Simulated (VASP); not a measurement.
# Sn3PbS4 (Pm-3m) in VASP: a series of runs, part 2 of 2

VASP 6.6.1. The steps go on from the part before.

**4. Single point, PBE**

This run uses another cell than the first one, of 26.20 Å³/atom, 1.024 times its volume.

Input file INCAR:

```
SYSTEM = Sn3PbS4
ALGO = Normal
EDIFF = 1E-7
ENCUT = 520
GGA = PE
ISIF = 2
ISMEAR = 0
LASPH = .True.
LCHARG = .True.
LELF = .True.
LREAL = .False.
LVHAR = .True.
LWAVE = .False.
NBANDS = 50
NELM = 100
PREC = Accurate
SIGMA = 0.1
```

Input file KPOINTS:

```
k-points
0
Gamma
  4 4 4
  0 0 0
```

Input file POSCAR:

```
Sn3PbS4
1.0
    5.9405139700      0.0000000000      0.0000000000
    0.0000000000      5.9405139700      0.0000000000
    0.0000000000      0.0000000000      5.9405139700
Sn Pb S
3 1 4
Direct
    0.0000000000      0.5000000000      0.5000000000
    0.5000000000      0.5000000000      0.0000000000
    0.5000000000      0.0000000000      0.5000000000
    0.0000000000      0.0000000000      0.0000000000
    0.5000000000      0.0000000000      0.0000000000
    0.0000000000      0.0000000000      0.5000000000
    0.5000000000      0.5000000000      0.5000000000
    0.0000000000      0.5000000000      0.0000000000
```

Potentials or basis: VASP PAW PBE potentials, release 64 (Sn_d, Pb_d, S).

Launch:

```sh
$ cat potpaw_PBE.64/Sn_d/POTCAR potpaw_PBE.64/Pb_d/POTCAR potpaw_PBE.64/S/POTCAR > POTCAR
$ mpirun -np 1 vasp_std > vasp.out
```

OUTCAR:

```text
SYSTEM = Sn3PbS4
   EDIFF = 1E-7
   ENCUT = 520
   GGA = PE
   ISIF = 2
   ISMEAR = 0
   LASPH = .True.
   LREAL = .False.
   NELM = 100
   PREC = Accurate

 ion  position               nearest neighbor table
   1  0.000  0.500  0.500-   6 2.97   7 2.97   8 2.97   8 2.97   6 2.97   7 2.97
   2  0.500  0.500  0.000-   5 2.97   7 2.97   8 2.97   7 2.97   5 2.97   8 2.97
   3  0.500  0.000  0.500-   5 2.97   6 2.97   7 2.97   5 2.97   7 2.97   6 2.97
   4  0.000  0.000  0.000-   5 2.97   6 2.97   8 2.97   6 2.97   8 2.97   5 2.97
   5  0.500  0.000  0.000-   2 2.97   3 2.97   4 2.97   3 2.97   2 2.97   4 2.97
   6  0.000  0.000  0.500-   1 2.97   3 2.97   4 2.97   4 2.97   1 2.97   3 2.97
   7  0.500  0.500  0.500-   1 2.97   2 2.97   3 2.97   2 2.97   3 2.97   1 2.97
   8  0.000  0.500  0.000-   1 2.97   2 2.97   4 2.97   1 2.97   4 2.97   2 2.97

  LATTYP: Found a simple cubic cell.
 ALAT       =     5.9405139700

  Lattice vectors:

 A1 = (   5.9405139700,   0.0000000000,   0.0000000000)
 A2 = (   0.0000000000,   5.9405139700,   0.0000000000)
 A3 = (   0.0000000000,   0.0000000000,   5.9405139700)

Analysis of symmetry for initial positions (statically):
[... 179 lines left out ...]
  band No.  band energies     occupation
      1     -15.8714      2.00000
      2     -15.8596      2.00000
      3     -15.8596      2.00000
      4     -15.8596      2.00000
      5     -15.8595      2.00000
      6     -15.8595      2.00000
[... 519 lines left out ...]
     49       7.3042      0.00000
     50       7.5385      0.00000

------------------------ aborting loop because EDIFF is reached ----------------------------------------

  FORCE on cell =-STRESS in cart. coord.  units (eV):
  Direction    XX          YY          ZZ          XY          YZ          ZX
  --------------------------------------------------------------------------------------
  -------------------------------------------------------------------------------------
  Total       -1.7343012     -1.7343012     -1.7343012     -0.0000000      0.0000000      0.0000000
  in kB      -13.2544910    -13.2544910    -13.2544910     -0.0000000      0.0000000      0.0000000
  external PRESSURE =     -13.2544910 kB  Pullay stress =       0.0000000 kB

 VOLUME and BASIS-vectors are now :
 -----------------------------------------------------------------------------
  energy-cutoff  :      520.00
  volume of cell :      209.64
      direct lattice vectors                 reciprocal lattice vectors
     5.940513970  0.000000000  0.000000000     0.168335603  0.000000000  0.000000000
     0.000000000  5.940513970  0.000000000     0.000000000  0.168335603  0.000000000
     0.000000000  0.000000000  5.940513970     0.000000000  0.000000000  0.168335603

 POSITION                                       TOTAL-FORCE (eV/Angst)
 -----------------------------------------------------------------------------------
      0.00000      2.97026      2.97026         0.000000      0.000000      0.000000
      2.97026      2.97026      0.00000         0.000000      0.000000      0.000000
      2.97026      0.00000      2.97026         0.000000      0.000000      0.000000
      0.00000      0.00000      0.00000         0.000000      0.000000      0.000000
      2.97026      0.00000      0.00000         0.000000      0.000000      0.000000
      0.00000      0.00000      2.97026         0.000000      0.000000      0.000000
      2.97026      2.97026      2.97026         0.000000      0.000000      0.000000
      0.00000      2.97026      0.00000         0.000000      0.000000      0.000000
 -----------------------------------------------------------------------------------
    total drift:                                0.000000      0.000000     -0.000000

  FREE ENERGIE OF THE ION-ELECTRON SYSTEM (eV)
  ---------------------------------------------------
  free  energy   TOTEN  =       -34.9664347283 eV

  energy  without entropy=      -34.9637325852  energy(sigma->0) =      -34.96508366
```

stdout:

```text
POSCAR found type information on POSCAR SnPbS
 POSCAR found :  3 types and       8 ions
 scaLAPACK will be used
 LDA part: xc-table for (Slater+PW92), standard interpolation
 POSCAR, INCAR and KPOINTS ok, starting setup
 FFT: planning ... GRIDC
 FFT: planning ... GRID_SOFT
 FFT: planning ... GRID
 WAVECAR not read
 entering main loop
```

It took 2.2 min on 1 thread of Intel Xeon Platinum 8488C (Sapphire Rapids), shared host; peak memory 0.36 GiB.

Results:

| Quantity | Value |
| --- | --- |
| Free energy | -34.9664 eV |
| Pressure | -1.3 GPa |
| Band gap on the k mesh | zero (filled and empty bands touch) |

Levels at points of the mesh, in eV from the Fermi level:
```csv
k point,band 37,band 38,band 39,band 40,band 41,band 42,band 43,band 44
"(0.00, 0.00, 0.00)",-3.76,-2.50,-2.50,-2.50,3.24,3.24,3.24,4.44
"(0.50, 0.00, 0.00)",-1.98,-1.84,-1.28,-1.20,1.54,1.64,1.84,2.05
"(0.50, 0.50, 0.00)",-1.19,-0.79,-0.79,-0.78,0.92,0.95,1.03,1.03
"(0.50, 0.50, 0.50)",-0.41,-0.09,-0.04,-0.04,-0.04,0.24,0.24,0.24
```

Caveat: spin-orbit coupling is left out, which moves the levels of the heavy elements.

**5. Overview**

```tsv
task	cell	k mesh	cutoff (eV)	gap on the mesh (eV)	pressure (GPa)
single point	a = 5.895 Å, 8 atoms	6 × 6 × 6	520	none	-0.1
relaxation of cell and atoms	relaxed from a = 5.941 Å, 8 atoms	6 × 6 × 6	600	none	0.0
single point	a = 5.941 Å, 8 atoms	4 × 4 × 4	520	none	-1.3
```

Alike in all rows: level PBE; potentials or basis VASP PAW PBE potentials, release 64 (Sn_d, Pb_d, S); no spin polarisation; smearing gaussian 0.1 eV.

Caveats: spin-orbit coupling is left out, which moves the levels of the heavy elements.

Total energies depend on the potentials used, so only differences within one code and one set of settings carry meaning.
